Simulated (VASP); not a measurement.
# Mg2BeS3 (Cmc2_1) in VASP: further runs

Mg2BeS3 is run at these levels: PBE; tasks: relaxation of cell and atoms, single point, relaxation of shape and atoms at fixed volume.

Everything below comes from runs of VASP 6.6.1. Logs are shortened: lines on timing, memory, paths and dates and some standing lists are left out, and cuts for length are marked.

### Step 1. The cell of the first run

Symmetry: Cmc2_1, No. 36, orthorhombic system. The conventional cell has a = 11.597 Å, b = 6.691 Å, c = 6.134 Å, α = 90.00°, β = 90.00°, γ = 90.00°. Mg (site symmetry 1) has 4 S at 2.46 to 2.47 Å within 3.2 Å. Be (site symmetry m) has 4 S at 2.13 to 2.15 Å within 2.8 Å. Within 2.8 Å of S (site symmetry 1) lie 1 Be at 2.13 Å and 3 Mg at 2.46 to 2.47 Å. S (site symmetry m) has 2 Be at 2.13 to 2.15 Å and 2 Mg at 2.46 Å within 2.8 Å.

### Step 2. Relaxation of cell and atoms, PBE

Input file INCAR:

```
PREC = Accurate
ENCUT = 600
EDIFF = 1E-7
ISMEAR = 0
SIGMA = 0.01
LREAL = F
LASPH = T
NELM = 120
ALGO = Normal
ISIF = 3
LWAVE = F
LCHARG = F
GGA = PE
IBRION = 2
NSW = 80
EDIFFG = -0.001
GGA_COMPAT = F
NELMIN = 4
```

Input file KPOINTS:

```
regular mesh
0
Gamma
  4 4 4
```

Input file POSCAR:

```
Mg2BeS3
1.0
    5.7984597599     -3.3455105439      0.0000000000
    5.7984597599      3.3455105439      0.0000000000
    0.0000000000      0.0000000000      6.1337006430
Mg Be S
4 2 6
Direct
    0.4888516806      0.8340839998      0.9983579375
    0.5111483194      0.1659160002      0.4983579375
    0.1659160002      0.5111483194      0.9983579375
    0.8340839998      0.4888516806      0.4983579375
    0.1559791056      0.8440208944      0.4954658061
    0.8440208944      0.1559791056      0.9954658061
    0.1661090979      0.5340104355      0.5968206720
    0.4659895645      0.8338909021      0.5968206720
    0.8690968861      0.1309031139      0.6461769750
    0.8338909021      0.4659895645      0.0968206720
    0.5340104355      0.1661090979      0.0968206720
    0.1309031139      0.8690968861      0.1461769750
```

Potentials or basis: VASP PAW PBE potentials, release 64 (Mg, Be, S).

Started as:

```sh
$ cat potpaw_PBE.64/Mg/POTCAR potpaw_PBE.64/Be/POTCAR potpaw_PBE.64/S/POTCAR > POTCAR
$ mpirun -np 1 vasp_std > vasp.out
```

OUTCAR:

```text
PREC = Accurate
   ENCUT = 600
   EDIFF = 1E-7
   ISMEAR = 0
   LREAL = F
   LASPH = T
   NELM = 120
   ISIF = 3
   GGA = PE
   IBRION = 2
   NSW = 80
   EDIFFG = -0.001
   NELMIN = 4

 ion  position               nearest neighbor table
   1  0.489  0.834  0.998-  12 2.46  11 2.46  10 2.46   8 2.47
   2  0.511  0.166  0.498-   9 2.46   8 2.46   7 2.46  11 2.47
   3  0.166  0.511  0.998-  12 2.46  10 2.46  11 2.46   7 2.47
   4  0.834  0.489  0.498-   9 2.46   7 2.46   8 2.46  10 2.47
   5  0.156  0.844  0.495-   9 2.13   8 2.13   7 2.13  12 2.15
   6  0.844  0.156  0.995-  12 2.13  11 2.13  10 2.13   9 2.15
   7  0.166  0.534  0.597-   5 2.13   4 2.46   2 2.46   3 2.47
   8  0.466  0.834  0.597-   5 2.13   2 2.46   4 2.46   1 2.47
   9  0.869  0.131  0.646-   5 2.13   6 2.15   2 2.46   4 2.46
  10  0.834  0.466  0.097-   6 2.13   3 2.46   1 2.46   4 2.47
  11  0.534  0.166  0.097-   6 2.13   1 2.46   3 2.46   2 2.47
  12  0.131  0.869  0.146-   6 2.13   5 2.15   1 2.46   3 2.46

  LATTYP: Found a base centered orthorhombic cell.
 ALAT       =     6.6910210878
 B/A-ratio  =     1.7332062428
 C/A-ratio  =     0.9167062191

  Lattice vectors:

 A1 = (  -5.7984597599,  -3.3455105439,   0.0000000000)
 A2 = (   5.7984597599,  -3.3455105439,   0.0000000000)
 A3 = (   0.0000000000,   0.0000000000,   6.1337006430)

Analysis of symmetry for initial positions (statically):
=====================================================================
 Subroutine PRICEL returns:
 Original cell was already a primitive cell.

 Routine SETGRP: Setting up the symmetry group for a
 base centered orthorhombic supercell.

 Subroutine GETGRP returns: Found  4 space group operations
 (whereof  2 operations were pure point group operations)
 out of a pool of  8 trial point group operations.

The static configuration has the point symmetry C_1h.
 The point group associated with its full space group is C_2v.

Analysis of symmetry for dynamics (positions and initial velocities):
=====================================================================
 Subroutine PRICEL returns:
 Original cell was already a primitive cell.

 Routine SETGRP: Setting up the symmetry group for a
 base centered orthorhombic supercell.

 Subroutine GETGRP returns: Found  4 space group operations
 (whereof  2 operations were pure point group operations)
 out of a pool of  8 trial point group operations.

The dynamic configuration has the point symmetry C_1h.
 The point group associated with its full space group is C_2v.

 Subroutine INISYM returns: Found  4 space group operations
 (whereof  2 operations are pure point group operations),
 and found     1 'primitive' translations

----------------------------------------------------------------------------------------

                                     Primitive cell

  volume of cell :     237.9730

  direct lattice vectors                    reciprocal lattice vectors
     5.798459760 -3.345510544  0.000000000     0.086229796 -0.149454020  0.000000000
     5.798459760  3.345510544  0.000000000     0.086229796  0.149454020  0.000000000
     0.000000000  0.000000000  6.133700643     0.000000000  0.000000000  0.163033715

  length of vectors
     6.694369006  6.694369006  6.133700643     0.172545883  0.172545883  0.163033715

  position of ions in fractional coordinates (direct lattice)
     0.488851681  0.834084000  0.998357938
     0.511148319  0.165916000  0.498357938
     0.165916000  0.511148319  0.998357938
     0.834084000  0.488851681  0.498357938
     0.155979106  0.844020894  0.495465806
     0.844020894  0.155979106  0.995465806
     0.166109098  0.534010436  0.596820672
     0.465989564  0.833890902  0.596820672
     0.869096886  0.130903114  0.646176975
     0.833890902  0.465989564  0.096820672
     0.534010436  0.166109098  0.096820672
     0.130903114  0.869096886  0.146176975

  ion indices of the primitive-cell ions
   primitive index   ion index
                 1           1
                 2           2
                 3           3
                 4           4
                 5           5
                 6           6
                 7           7
                 8           8
                 9           9
                10          10
                11          11
                12          12

----------------------------------------------------------------------------------------

 KPOINTS: regular mesh

Automatic generation of k-mesh.
 Grid dimensions read from file:
 generate k-points for:    4    4    4

 Generating k-lattice:

  Cartesian coordinates                     Fractional coordinates (reciprocal lattice)
     0.021557449 -0.037363505  0.000000000     0.250000000  0.000000000  0.000000000
     0.021557449  0.037363505  0.000000000     0.000000000  0.250000000  0.000000000
     0.000000000  0.000000000  0.040758429     0.000000000  0.000000000  0.250000000

  Length of vectors
     0.043136471  0.043136471  0.040758429

  Shift w.r.t. Gamma in fractional coordinates (k-lattice)
     0.000000000  0.000000000  0.000000000

 Subroutine IBZKPT returns following result:
 ===========================================

 Found     21 irreducible k-points:

 Following reciprocal coordinates:
            Coordinates               Weight
  0.000000  0.000000  0.000000      1.000000
  0.250000 -0.000000  0.000000      4.000000
  0.500000 -0.000000  0.000000      2.000000
  0.250000  0.250000  0.000000      2.000000
  0.500000  0.250000  0.000000      4.000000
 -0.250000  0.250000  0.000000      2.000000
[... 13 lines left out ...]
 -0.250000  0.250000  0.500000      2.000000
  0.500000  0.500000  0.500000      1.000000
   k-points           NKPTS =     21   k-points in BZ     NKDIM =     21   number of bands    NBANDS=     31
   number of dos      NEDOS =    301   number of ions     NIONS =     12
   total plane-waves  NPLWV = 145800
   dimension x,y,z NGX =    54 NGY =   54 NGZ =   50
   dimension x,y,z NGXF=   108 NGYF=  108 NGZF=  100
   ions per type =               4   2   6
   NGX,Y,Z   is equivalent  to a cutoff of  13.41, 13.41, 13.55 a.u.
   NGXF,Y,Z  is equivalent  to a cutoff of  26.82, 26.82, 27.10 a.u.
 SYSTEM =  unknown system
   PREC   = accura    normal or accurate (medium, high low for compatibility)
   ISTART =      0    job   : 0-new  1-cont  2-samecut
   ICHARG =      2    charge: 1-file 2-atom 10-const
   ISPIN  =      1    spin polarized calculation?
   LNONCOLLINEAR =      F non collinear calculations
   LSORBIT =      F    spin-orbit coupling
   LASPH  =      T    aspherical Exc in radial PAW
   ENCUT  =  600.0 eV  44.10 Ry    6.64 a.u.  13.37 13.37 12.25*2*pi/ulx,y,z
   NELM   =    120;   NELMIN=  4; NELMDL= -5     # of ELM steps
   EDIFF  = 0.1E-06   stopping-criterion for ELM
   LREAL  =      F    real-space projection
   EDIFFG = -.1E-02   stopping-criterion for IOM
   NSW    =     80    number of steps for IOM
   IBRION =      2    ionic relax: 0-MD 1-quasi-New 2-CG
   NFREE  =      1    steps in history (QN), initial steepest desc. (CG)
   ISIF   =      3    stress and relaxation
   ISYM   =      2    0-nonsym 1-usesym 2-fastsym
   POTIM  = 0.5000    time-step for ionic-motion
   TEBEG  =    0.0;   TEEND  =   0.0 temperature during run
   PSTRESS=    0.0 pullay stress
   NELECT =      48.0000    total number of electrons
   NUPDOWN=      -1.0000    fix difference up-down
   EMIN   =  10.00;   EMAX   =-10.00  energy-range for DOS
   EFERMI =   0.00;   METHOD = LEGACY
   ISMEAR =     0;   SIGMA  =   0.01  broadening in eV -4-tet -1-fermi 0-gaus
   EFERMI_NEDOS =   21; number of points for ismear=-14 and -15
   IALGO  =     38    algorithm
   IMIX   =      4    mixing-type and parameters
     AMIX     =   0.40;   BMIX     =  1.00
     AMIX_MAG =   1.60;   BMIX_MAG =  1.00
  volume/ion in A,a.u.               =      19.83       133.83
  Fermi-wavevector in a.u.,A,eV,Ry     =   0.960092  1.814310 12.541524  0.921776
  Thomas-Fermi vector in A             =   2.089345
   LORBIT       =      0    0 simple, 1 ext, 2 COOP (PROOUT), +10 PAW based schemes
   GGA     = PE    functional components
   LHFCALC =     F    Hartree Fock is set to
   AEXX    =    0.0000 exact exchange contribution
   IVDW    =     0    specifies the selected vdW correction
   LEPSILON=     F    determine dielectric tensor
   LRPA    =     F    only Hartree local field effects (RPA)
 conjugate gradient relaxation of ions
 non-spin polarized calculation
 Gauss-broadening in eV      SIGMA  =   0.01
  energy-cutoff  :      600.00
  volume of cell :      237.97
 maximum number of plane-waves:      8003
 NGX is ok and might be reduce to    54
   NGX = 27   NGY = 27   NGZ = 25

--------------------------------------- Ionic step        1  -------------------------------------------

 number of electron      47.9999997 magnetization

 Free energy of the ion-electron system (eV)
  ---------------------------------------------------
  ext. energy  EPLUGINS =         0.00000000
  ---------------------------------------------------
  free energy    TOTEN  =       -53.61693336 eV

  energy without entropy =      -53.61693336  energy(sigma->0) =      -53.61693336

------------------------ aborting loop because EDIFF is reached ----------------------------------------

  FORCE on cell =-STRESS in cart. coord.  units (eV):
  Direction    XX          YY          ZZ          XY          YZ          ZX
  --------------------------------------------------------------------------------------
  -------------------------------------------------------------------------------------
  Total       -0.1532891     -0.1655438     -0.1045694      0.0000000      0.0000000      0.0000000
  in kB       -1.0320344     -1.1145403     -0.7040239      0.0000000      0.0000000      0.0000000
  external PRESSURE =      -0.9501995 kB  Pullay stress =       0.0000000 kB
[... 307 lines left out ...]
  energy  without entropy=      -53.6171098722  energy(sigma->0) =      -53.61710987

--------------------------------------- Ionic step        8  -------------------------------------------

 number of electron      47.9999998 magnetization

 Free energy of the ion-electron system (eV)
  ---------------------------------------------------
  ext. energy  EPLUGINS =         0.00000000
  ---------------------------------------------------
  free energy    TOTEN  =       -53.61711040 eV

  energy without entropy =      -53.61711040  energy(sigma->0) =      -53.61711040

 E-fermi :   2.1083     XC(G=0):  -8.7559

 val. band max:        2.0240577162   @ k =   0.0000   0.0000   0.0000
 cond. band min:       5.7724163594   @ k =   0.0000   0.0000   0.0000
 fundamental gap:      3.7483586432
 Fermi energy:         2.1083349094

 k-point     1 :       0.0000    0.0000    0.0000
  band No.  band energies     occupation
      1     -10.1030      2.00000
      2      -9.0968      2.00000
      3      -8.9272      2.00000
      4      -8.9057      2.00000
      5      -8.8388      2.00000
      6      -8.8309      2.00000
[... 742 lines left out ...]
  FREE ENERGIE OF THE ION-ELECTRON SYSTEM (eV)
  ---------------------------------------------------
  free  energy   TOTEN  =       -53.6171104029 eV

  energy  without entropy=      -53.6171104029  energy(sigma->0) =      -53.61711040

 reached required accuracy - stopping structural energy minimisation
```

It took 32 min on 1 thread of Intel Xeon 8259CL, shared host; peak memory 0.5 GiB.

Results:

* Free energy: -53.6171 eV
* Relaxed volume: 19.80 Å³/atom
* Relaxed cell: a = 6.690 Å, b = 6.690 Å, c = 6.133 Å, α = 90.00°, β = 90.00°, γ = 59.96°
* Space group after relaxing (to 0.1 Å): Cmc2_1 (No. 36)
* Energy gained by relaxing: 0.0 meV/atom
* Ionic steps: 8
* Pressure after relaxing: 0.0 GPa
* Band gap on the k mesh: 3.75 eV

Step by step:
| step | energy change (eV) | largest force (eV/Å) | pressure (GPa) | volume (Å³) |
| --- | --- | --- | --- | --- |
| 1 | 0.0000 | 0.0148 | -0.10 | 237.97 |
| 2 | -0.0002 | 0.0072 | 0.02 | 237.57 |
| 3 | -0.0002 | 0.0075 | 0.01 | 237.59 |
| 4 | -0.0002 | 0.0036 | 0.01 | 237.61 |
| 5 | -0.0002 | 0.0032 | 0.00 | 237.64 |
| 6 | -0.0002 | 0.0016 | 0.00 | 237.64 |
| 7 | -0.0002 | 0.0011 | 0.00 | 237.65 |
| 8 | -0.0002 | 0.0010 | 0.00 | 237.63 |

Final structure:
```yaml
crystal:
  lattice:
    - [5.79501, -3.34323, 0.00000]
    - [5.79501, 3.34323, 0.00000]
    - [0.00000, 0.00000, 6.13279]
  atoms:
    - { symbol: Mg, position: [0.48895, 0.83403, 0.99832] }
    - { symbol: Mg, position: [0.51105, 0.16597, 0.49832] }
    - { symbol: Mg, position: [0.16597, 0.51105, 0.99832] }
    - { symbol: Mg, position: [0.83403, 0.48895, 0.49832] }
    - { symbol: Be, position: [0.15610, 0.84390, 0.49542] }
    - { symbol: Be, position: [0.84390, 0.15610, 0.99542] }
    - { symbol: S, position: [0.16604, 0.53386, 0.59697] }
    - { symbol: S, position: [0.46614, 0.83396, 0.59697] }
    - { symbol: S, position: [0.86897, 0.13103, 0.64601] }
    - { symbol: S, position: [0.83396, 0.46614, 0.09697] }
    - { symbol: S, position: [0.53386, 0.16604, 0.09697] }
    - { symbol: S, position: [0.13103, 0.86897, 0.14601] }
```

A k mesh can miss the band edges.

[end of part 1 of 2]
